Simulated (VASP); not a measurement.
**BN (wurtzite type): relaxation of cell and atoms with PBE**

Crystal: BN (wurtzite type).

```
B N
1.0
     2.63417    0.00000    0.00000
    -1.31708    2.28126    0.00000
     0.00000    0.00000    4.29369
B N
2 2
Direct
  0.33333 0.66667 0.00000
  0.66667 0.33333 0.50000
  0.33333 0.66667 0.37600
  0.66667 0.33333 0.87600
```

```
Program                : VASP 6.6.1
Task                   : relaxation of cell and atoms
Functional             : PBE
Potentials or basis    : VASP PAW PBE potentials, release 64 (B, N)
Cutoff                 : 600 eV
k mesh                 : 12 × 12 × 7
Occupations            : fermi-dirac, width 0.05 eV
Spin                   : no spin polarisation
Target pressure        : 0.002 GPa
Dipole correction      : no
Further INCAR settings : ALGO = Normal; EDIFF = 1e-06; IBRION = 2; EDIFFG = -0.005; NSW = 60; ISIF = 3
```

```json
{
 "Relaxed volume": "5.97 Å³/atom",
 "Relaxed cell": "a = 2.554 Å, b = 2.554 Å, c = 4.224 Å, α = 90.00°, β = 90.00°, γ = 120.00°",
 "Space group after relaxing (to 0.05 Å)": "P6_3mc (No. 186)",
 "Energy change on relaxing (the enthalpy is what falls)": "-42.6 meV/atom",
 "Ionic steps": "8",
 "Pressure after relaxing": "0.0 GPa",
 "Band gap on the k mesh": "5.21 eV, indirect (least direct gap 8.24 eV)"
}
```

Step by step:
| step | energy change (eV) | largest force (eV/Å) | pressure (GPa) | volume (Å³) |
| --- | --- | --- | --- | --- |
| 1 | 0.0000 | 0.1000 | -25.07 | 25.80 |
| 2 | -0.0167 | 0.0005 | 30.79 | 22.21 |
| 3 | -0.1702 | 0.0226 | -0.08 | 23.87 |
| 4 | -0.1702 | 0.0214 | 0.51 | 23.84 |
| 5 | -0.1704 | 0.0214 | 0.11 | 23.86 |
| 6 | -0.1705 | 0.0053 | 0.27 | 23.85 |
| 7 | -0.1705 | 0.0033 | -0.17 | 23.88 |
| 8 | -0.1705 | 0.0000 | -0.02 | 23.87 |

Final structure:
```
B N
1.0
     2.55434    0.00000    0.00000
    -1.27717    2.21212    0.00000
     0.00000    0.00000    4.22424
B N
2 2
Direct
  0.33333 0.66667 0.00070
  0.66667 0.33333 0.50070
  0.33333 0.66667 0.37530
  0.66667 0.33333 0.87530
```

Levels at points of the mesh, in eV from the valence-band top:
| k point | band 4 | band 5 | band 6 | band 7 | band 8 | band 9 | band 10 | band 11 | band 12 |
| --- | --- | --- | --- | --- | --- | --- | --- | --- | --- |
| (0.00, 0.00, 0.00) | -2.10 | -2.10 | -0.26 | 0.00 | 0.00 | 8.33 | 8.33 | 8.55 | 9.41 |
| (0.50, 0.00, 0.00) | -7.74 | -6.85 | -4.94 | -4.36 | -2.09 | 6.68 | 7.94 | 10.56 | 11.39 |

Run time: 60 s on 1 thread of Intel(R) Xeon(R) 6975P-C (Granite Rapids) (shared host), peak memory 0.16 GiB.

Caveat: the cell is relaxed towards a set pressure, so the enthalpy falls and the energy may rise. A hybrid or GW would open this gap; PBE tends to underestimate it.
